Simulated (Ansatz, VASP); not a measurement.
# Sn in VASP and in Ansatz

```xyz
1
Lattice="-1.9072 1.9072 1.9072 1.9072 -1.9072 1.9072 1.9072 1.9072 -1.9072" Properties=species:S:1:pos:R:3 pbc="T T T"
Sn    0.0000    0.0000    0.0000
```

Alike in both runs: task single point; functional PBEsol; k mesh 11 × 11 × 11; occupations fermi-dirac, width 0.1 eV; no spin polarisation.

```csv
,VASP,Ansatz
version,VASP 6.6.1,Ansatz 0.2.0
potentials or method,"VASP PAW PBE potentials, release 64 (Sn_d), cutoff 520 eV","plane waves, PAW"
valence electrons in the cell,14,14
```

```csv
,VASP,Ansatz,Ansatz less VASP
pressure (GPa),-2.7,-2.6,+0.06
```

VASP's potentials were made for PBE, not for PBEsol.
